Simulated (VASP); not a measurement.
Write the native input for VASP 6.6.1 that does the following.

- Task: single point
- Functional: PBE
- Potentials or basis: VASP PAW PBE potentials, release 64 (Sn_d, Se, Cu)
- Cutoff: 520 eV
- k mesh: 1 × 1 × 1
- Occupations: fermi-dirac, width 0.01 eV
- Spin: collinear spin
- Fixed moment: 1 μB
- Dipole correction: no
- Further INCAR settings: LREAL = Auto; ALGO = Normal; EDIFF = 1e-06; NBANDS = 192

The structure of CuSn16Se16 (a cell with a defect) lies in POSCAR:

```
CuSn16Se16
1.0
   11.8119576400      0.0000000000      0.0000000000
    0.0000000000      8.4159687000      0.0000000000
    0.0000000000      0.0000000000      9.1172328900
Sn Se Cu
16 16 1
Direct
    0.5797355704      0.3714658540      0.1541090391
    0.8943044262      0.1430044530      0.4196156933
    0.3801646718      0.1040657387      0.2929287902
    0.1169128812      0.4231827763     -0.0172957082
    0.5998997132      0.3738536955      0.6681605125
    0.9140691432      0.1398219316      0.9276719266
    0.3645128209      0.1017989765      0.7243632009
    0.1254398335      0.3919615338      0.4849869531
    0.6418465280      0.8931479272      0.2586294579
    0.8603812602      0.6091200173      0.5128547287
    0.4193169457      0.6271967242      0.3319869128
    0.0935817782      0.8697178258      0.0858027879
    0.6379657995      0.8997702190      0.7702284328
    0.8596100079      0.6094502229      1.0175765073
    0.3901437120      0.6555393914      0.8068766136
    0.0749730085      0.8765105079      0.5956827105
    0.1375747399      0.1510417927      0.2350517998
    0.6883045341      0.1026782573      0.5329430605
    0.4039806225      0.3508742850     -0.0750092718
    0.7918827924      0.4042663562      0.2918310887
    0.1315488124      0.1665913990      0.7136243067
    0.6979934445      0.1150642350      1.0411430874
    0.3586491866      0.3566270393      0.4876336991
    0.8103276605      0.3911744586      0.7839470688
    0.2047619940      0.6112850681      0.2032118761
    0.6350193785      0.6717383585      0.5443909418
    0.3064982207      0.9139296110     -0.0367082868
    0.8704172766      0.8422282987      0.2859544153
    0.1719276399      0.6021552813      0.7277930793
    0.6314396163      0.6615649604      1.0242266609
    0.2987485316      0.8681569835      0.4797261464
    0.8686123260      0.8517000544      0.7917398938
    0.2709435724      0.2067944953      0.0537732233
```

One way to write it, as run:

INCAR

```
PREC = Accurate
ENCUT = 520
EDIFF = 1E-6
ISMEAR = -1
SIGMA = 0.01
LREAL = Auto
LASPH = T
NELM = 200
ALGO = Normal
ISIF = 2
LWAVE = F
LCHARG = F
ISPIN = 2
MAGMOM = 0.01 0.01 0.04 0.05 0 0.01 0.02 0.02 0.02 0.02 0.01 0.01 0.02 0.02 0.01 0.01 0.01 0.01 0 0 0.01 0.01 0.01 0 0.02 0.01 0 0.01 0 0.02 0.01 0.01 0.03
LORBIT = 11
NUPDOWN = 1.0
LMAXMIX = 4
GGA = PE
NBANDS = 192
GGA_COMPAT = F
```

KPOINTS

```
Automatic mesh
0
Gamma
  1 1 1
```

Potentials or basis: VASP PAW PBE potentials, release 64 (Sn_d, Se, Cu).

Launch:

```console
$ cat potpaw_PBE.64/Sn_d/POTCAR potpaw_PBE.64/Se/POTCAR potpaw_PBE.64/Cu/POTCAR > POTCAR
$ mpirun -np 1 vasp_gam > vasp.out
```

Results of the run:

```yaml
Pressure: 2.3 GPa
Largest_force: 0.044 eV/Å
Net_moment: 1.00 μB per cell
Site_moments: Sn +0.01, +0.00, +0.05, +0.07, +0.02, +0.04, +0.03 (each value once); Se +0.02, +0.00, -0.00, +0.01 (each value once); Cu +0.02 μB
Valence_electrons_inside_the_program's_atomic_spheres: Sn 12.11, 12.12, 12.10, 12.08, 12.09 (each value once); Se 3.83, 3.85, 3.81, 3.82, 3.80 (each value once); Cu 10.02
```

Caveat: the k points lie up to 0.75 Å⁻¹ apart; the total moment is fixed, so each spin has its own Fermi level and the state may be an excited one.

It took 14 min on 1 thread of Intel Xeon 8259CL, on a shared host, peak memory 1.1 GiB.
